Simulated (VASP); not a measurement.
# BaTiO3 (Pm-3m) in VASP: single point with r2SCAN+U

Aim: the single point of BaTiO3 with r2SCAN+U.

Everything below comes from runs of VASP 6.6.1. Logs are shortened: lines on timing, memory, paths and dates and some standing lists are left out, and cuts for length are marked.

**1. The cell of the first run**

The structure is cubic, space group Pm-3m (No. 221). The conventional cell has a = 4.060 Å, b = 4.060 Å, c = 4.060 Å, α = 90.00°, β = 90.00°, γ = 90.00°. Within 3.8 Å of Ba (site symmetry m-3m) lie 12 O at 2.87 Å and 8 Ti at 3.52 Å. Ti (site symmetry m-3m) has 6 O at 2.03 Å within 2.7 Å. O (site symmetry 4/mmm) has 2 Ti at 2.03 Å within 2.7 Å. Within 2.7 Å of O (site symmetry 4/mmm) lie 2 Ti at 2.03 Å.

**2. Single point, r2SCAN+U, collinear spin, zero start**

Contents of POSCAR:

```
BaTiO3
1.0
   -4.0603060200     -4.0603060200      0.0000000000
   -4.0603060200      4.0603060200      0.0000000000
    0.0000000000      0.0000000000     -4.0603060200
Ba Ti O
2 2 6
Direct
    0.0000000000      0.5000000000      0.5000000000
    0.5000000000      0.0000000000      0.5000000000
    0.0000000000      0.0000000000      0.0000000000
    0.5000000000      0.5000000000      0.0000000000
    0.7500000000      0.7500000000      0.0000000000
    0.2500000000      0.2500000000      0.0000000000
    0.7500000000      0.2500000000      0.0000000000
    0.2500000000      0.7500000000      0.0000000000
    0.0000000000      0.0000000000      0.5000000000
    0.5000000000      0.5000000000      0.5000000000
```

Contents of INCAR.step1:

```
SYSTEM = BaTiO3
PREC = Accurate ; ENCUT = 520
ISMEAR = 1 ; SIGMA = 0.2192
LREAL = .FALSE. ; LASPH = .TRUE.
NELM = 150 ; ISPIN = 2
MAGMOM = 0 0 0 0 0 0 0 0 0 0 ; LMAXMIX = 4
LDAU = .TRUE. ; LDAUTYPE = 2
LDAUL = -1 2 -1 ; LDAUU = 0 2.89 0
LDAUJ = 0 0 0 ; NBANDS = 55
GGA = PE ; ALGO = Normal
EDIFF = 1E-4 ; LWAVE = .TRUE.
LCHARG = .FALSE.
```

Contents of INCAR.step2:

```
SYSTEM = BaTiO3
PREC = Accurate ; ENCUT = 520
EDIFF = 1E-6 ; ISMEAR = 1
SIGMA = 0.2192 ; LREAL = .FALSE.
LASPH = .TRUE. ; NELM = 150
ALGO = Normal ; ISIF = 2
LWAVE = .FALSE. ; LCHARG = .FALSE.
ISPIN = 2 ; MAGMOM = 0 0 0 0 0 0 0 0 0 0
LORBIT = 11 ; LMAXMIX = 4
LDAU = .TRUE. ; LDAUTYPE = 2
LDAUL = -1 2 -1 ; LDAUU = 0 2.89 0
LDAUJ = 0 0 0 ; LDAUPRINT = 1
METAGGA = R2SCAN ; LMIXTAU = .TRUE.
NBANDS = 55 ; ISTART = 1
```

Contents of KPOINTS:

```
regular mesh
0
G
  4 4 6
  0 0 0
```

Potentials or basis: VASP PAW PBE potentials, release 64 (Ba_sv, Ti_sv, O).

Run with:

```console
$ cat potpaw_PBE.64/Ba_sv/POTCAR potpaw_PBE.64/Ti_sv/POTCAR potpaw_PBE.64/O/POTCAR > POTCAR
$ cp INCAR.step1 INCAR
$ mpirun -np 1 vasp_std > vasp.out
$ cp INCAR.step2 INCAR
$ mpirun -np 1 vasp_std > vasp.out
```

OUTCAR:

```text
SYSTEM = BaTiO3
   PREC = Accurate
   ENCUT = 520
   EDIFF = 1E-6
   ISMEAR = 1
   LREAL = .FALSE.
   LASPH = .TRUE.
   NELM = 150
   ISIF = 2
   ISPIN = 2
   LORBIT = 11
   METAGGA = R2SCAN
   ISTART = 1

 ion  position               nearest neighbor table
   1  0.000  0.500  0.500-   5 2.87   6 2.87   7 2.87   8 2.87   9 2.87  10 2.87   5 2.87   6 2.87
                             7 2.87   8 2.87   9 2.87  10 2.87   3 3.52   4 3.52   3 3.52   3 3.52
   2  0.500  0.000  0.500-   5 2.87   6 2.87   7 2.87   8 2.87   9 2.87  10 2.87   5 2.87   6 2.87
                             7 2.87   8 2.87  10 2.87   9 2.87   3 3.52   4 3.52   4 3.52   3 3.52
   3  0.000  0.000  0.000-   5 2.03   6 2.03   7 2.03   8 2.03   9 2.03   9 2.03   1 3.52   1 3.52
                             2 3.52   2 3.52   1 3.52   1 3.52   2 3.52   2 3.52
   4  0.500  0.500  0.000-   5 2.03   6 2.03   7 2.03   8 2.03  10 2.03  10 2.03   1 3.52   1 3.52
                             2 3.52   2 3.52   2 3.52   2 3.52   1 3.52   1 3.52
   5  0.750  0.750  0.000-   3 2.03   4 2.03   1 2.87   2 2.87   1 2.87   2 2.87
   6  0.250  0.250  0.000-   3 2.03   4 2.03   1 2.87   2 2.87   1 2.87   2 2.87
   7  0.750  0.250  0.000-   3 2.03   4 2.03   1 2.87   2 2.87   1 2.87   2 2.87
   8  0.250  0.750  0.000-   3 2.03   4 2.03   1 2.87   2 2.87   1 2.87   2 2.87
   9  0.000  0.000  0.500-   3 2.03   3 2.03   1 2.87   2 2.87   1 2.87   2 2.87
  10  0.500  0.500  0.500-   4 2.03   4 2.03   1 2.87   2 2.87   2 2.87   1 2.87

  LATTYP: Found a simple tetragonal cell.
 ALAT       =     5.7421398409
 C/A-ratio  =     0.7071067812

  Lattice vectors:

 A1 = (  -4.0603060200,  -4.0603060200,   0.0000000000)
 A2 = (  -4.0603060200,   4.0603060200,   0.0000000000)
 A3 = (   0.0000000000,   0.0000000000,  -4.0603060200)

Analysis of symmetry for initial positions (statically):
=====================================================================
 Subroutine PRICEL returns following result:

  LATTYP: Found a simple cubic cell.
 ALAT       =     4.0603060200
[... 12 lines left out ...]
 Subroutine GETGRP returns: Found 16 space group operations
 (whereof 16 operations were pure point group operations)
 out of a pool of 16 trial point group operations.

The static configuration has the point symmetry D_4h.

Analysis of symmetry for dynamics (positions and initial velocities):
=====================================================================
 Subroutine PRICEL returns following result:

  LATTYP: Found a simple cubic cell.
 ALAT       =     4.0603060200
[... 12 lines left out ...]
 Subroutine GETGRP returns: Found 16 space group operations
 (whereof 16 operations were pure point group operations)
 out of a pool of 16 trial point group operations.

The dynamic configuration has the point symmetry D_4h.

Analysis of structural, dynamic, and magnetic symmetry:
=====================================================================
[... 257 lines left out ...]
      1     -56.5708      1.00000
      2     -56.5691      1.00000
      3     -31.7057      1.00000
      4     -31.7057      1.00000
      5     -31.6668      1.00000
      6     -31.6665      1.00000
[... 1309 lines left out ...]
     51      11.5345      0.00000
     52      11.5345      0.00000
 Fermi energy:         3.3682949457

 spin component 2

 k-point     1 :       0.0000    0.0000    0.0000
  band No.  band energies     occupation
      1     -56.5708      1.00000
      2     -56.5691      1.00000
      3     -31.7057      1.00000
      4     -31.7057      1.00000
      5     -31.6668      1.00000
      6     -31.6665      1.00000
[... 1309 lines left out ...]
     51      11.5345      0.00000
     52      11.5345      0.00000
 [bands above 52 left out]

------------------------ aborting loop because EDIFF is reached ----------------------------------------

  FORCE on cell =-STRESS in cart. coord.  units (eV):
  Direction    XX          YY          ZZ          XY          YZ          ZX
  --------------------------------------------------------------------------------------
  -------------------------------------------------------------------------------------
  Total       -3.6355086     -3.6355086     -3.6294159      0.0000000     -0.0000000     -0.0000000
  in kB      -43.5080343    -43.5080343    -43.4351194      0.0000000     -0.0000000     -0.0000000
  external PRESSURE =     -43.4837293 kB  Pullay stress =       0.0000000 kB

 VOLUME and BASIS-vectors are now :
 -----------------------------------------------------------------------------
  energy-cutoff  :      520.00
  volume of cell :      133.88
      direct lattice vectors                 reciprocal lattice vectors
    -4.060306020 -4.060306020  0.000000000    -0.123143427 -0.123143427  0.000000000
    -4.060306020  4.060306020  0.000000000    -0.123143427  0.123143427  0.000000000
     0.000000000  0.000000000 -4.060306020     0.000000000  0.000000000 -0.246286855

 POSITION                                       TOTAL-FORCE (eV/Angst)
 -----------------------------------------------------------------------------------
     -2.03015      2.03015     -2.03015         0.000000     -0.000000      0.000000
     -2.03015     -2.03015     -2.03015         0.000000     -0.000000      0.000000
      0.00000      0.00000      0.00000        -0.000000      0.000000      0.000000
     -4.06031      0.00000      0.00000         0.000000     -0.000000      0.000000
     -6.09046      0.00000      0.00000         0.000000      0.000000     -0.000000
     -2.03015      0.00000      0.00000        -0.000000      0.000000      0.000000
     -4.06031     -2.03015      0.00000        -0.000000      0.000000      0.000000
     -4.06031      2.03015      0.00000        -0.000000     -0.000000      0.000000
      0.00000      0.00000     -2.03015         0.000000     -0.000000      0.000000
     -4.06031      0.00000     -2.03015         0.000000     -0.000000      0.000000
 -----------------------------------------------------------------------------------
    total drift:                                0.000000     -0.000000      0.000000

  FREE ENERGIE OF THE ION-ELECTRON SYSTEM (eV)
  ---------------------------------------------------
  free  energy   TOTEN  =      -144.6809102227 eV

  energy  without entropy=     -144.6960573196  energy(sigma->0) =     -144.68595926

 total charge

# of ion       s       p       d       tot
------------------------------------------
    1        2.016   5.663   0.282   7.960
    2        2.016   5.663   0.282   7.960
    3        2.201   6.252   1.479   9.932
    4        2.201   6.252   1.479   9.932
    5        1.564   3.491   0.000   5.055
    6        1.564   3.491   0.000   5.055
    7        1.564   3.491   0.000   5.055
    8        1.564   3.491   0.000   5.055
    9        1.564   3.491   0.000   5.055
   10        1.564   3.491   0.000   5.055
--------------------------------------------------
tot         17.818  44.775   3.522  66.115

 magnetization (x)

# of ion       s       p       d       tot
------------------------------------------
    1       -0.000  -0.000   0.000  -0.000
    2       -0.000  -0.000   0.000  -0.000
    3       -0.000  -0.000  -0.000  -0.000
    4       -0.000  -0.000  -0.000  -0.000
    5        0.000   0.000   0.000   0.000
    6        0.000   0.000   0.000   0.000
    7        0.000   0.000   0.000   0.000
    8        0.000   0.000   0.000   0.000
    9        0.000   0.000   0.000   0.000
   10        0.000   0.000   0.000   0.000
--------------------------------------------------
tot         -0.000   0.000  -0.000   0.000
```

It took 42 min on 1 thread of Oxide Virtual Turin-like, shared host; peak memory 0.46 GiB.

What came out:

```
Free energy                                           : -144.6809 eV
Pressure                                              : -4.3 GPa
Band gap on the k mesh                                : 2.39 eV
Net moment                                            : 0.00 μB per cell
Valence electrons inside the program's atomic spheres : Ba 7.96; Ti 9.93; O 5.05
```

Levels at points of the mesh, in eV from the valence-band top:
Spin up:
```tsv
k point	band 36	band 37	band 38	band 39	band 40	band 41	band 42	band 43	band 44	band 45
(0.00, 0.00, 0.00)	-0.92	-0.22	-0.22	-0.22	-0.09	2.39	2.39	2.39	3.91	3.91
(0.50, 0.00, 0.00)	-1.00	-0.97	-0.97	-0.52	-0.52	3.21	3.21	3.32	3.32	3.57
(0.50, 0.50, 0.00)	-1.71	-0.79	-0.79	-0.79	-0.79	2.55	2.55	3.92	3.92	3.96
(0.00, 0.00, 0.50)	-0.79	-0.79	0.00	0.00	0.00	2.55	3.92	3.96	3.96	4.60
(0.50, 0.00, 0.50)	-0.88	-0.61	-0.61	-0.46	-0.46	3.76	3.76	4.18	4.18	4.18
(0.50, 0.50, 0.50)	-0.92	-0.92	-0.92	-0.08	-0.08	3.97	3.97	3.97	3.97	4.40
```
Spin down:
```tsv
k point	band 38	band 39	band 40	band 41	band 42	band 43
(0.00, 0.00, 0.00)	-0.22	-0.22	-0.09	2.39	2.39	2.39
(0.50, 0.00, 0.00)	-0.97	-0.52	-0.52	3.21	3.21	3.32
(0.50, 0.50, 0.00)	-0.79	-0.79	-0.79	2.55	2.55	3.92
(0.00, 0.00, 0.50)	0.00	0.00	0.00	2.55	3.92	3.96
(0.50, 0.00, 0.50)	-0.61	-0.46	-0.46	3.76	3.76	4.18
(0.50, 0.50, 0.50)	-0.92	-0.08	-0.08	3.97	3.97	3.97
```

Eigenvalues of the final occupation matrices:
```tsv
site	spin	trace	eigenvalues
site 3 d	1	0.75	0.10 0.10 0.10 0.23 0.23
site 3 d	2	0.75	0.10 0.10 0.10 0.23 0.23
site 4 d	1	0.75	0.10 0.10 0.10 0.23 0.23
site 4 d	2	0.75	0.10 0.10 0.10 0.23 0.23
```

Caveat: the cell stands under tension; the PAW data sets were made with another functional, which shifts forces and pressure a little; spin-orbit coupling is left out, which moves the levels of the heavy elements. A k mesh can miss the band edges.
